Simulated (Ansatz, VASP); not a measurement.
In in VASP and in Ansatz

```xyz
3
Lattice="1.7024 0.9829 8.3684 -1.7024 0.9829 8.3684 0.0000 -1.9657 8.3684" Properties=species:S:1:pos:R:3 pbc="T T T"
In    0.0000    0.0000    0.0000
In    0.0000    0.0000   19.5322
In    0.0000    0.0000    5.5731
```

Change from the starting cell: volume scaled by 1.06, PAW files.

Alike in both runs: task electric field gradients; functional PBE; k mesh 14 × 14 × 14; occupations fermi-dirac, width 0.05 eV; no spin polarisation.

|  | VASP | Ansatz |
| --- | --- | --- |
| version | VASP 6.6.1 | Ansatz 0.2.0 |
| potentials or method | VASP PAW PBE potentials, release 64 (In_d) | PAW with Ansatz's default frozen-core files, scalar-relativistic |
| plane-wave cutoff (eV) | 520 | 420 |
| valence electrons in the cell | 39 | 39 |

Ansatz gave:

- pressure (GPa): -0.5
- traceless stress, the component that is largest in VASP (GPa): 0.11
- size of Vzz on the site where it differs most (V/Å²): 4.6

Task: Which values does VASP return?

Result: Pressure (GPa): -0.5; traceless stress, the component that is largest in VASP (GPa): 0.11; size of Vzz on the site where it differs most (V/Å²): 4.3.

With one functional, cell and mesh, what is left measures potentials, basis and numerics.
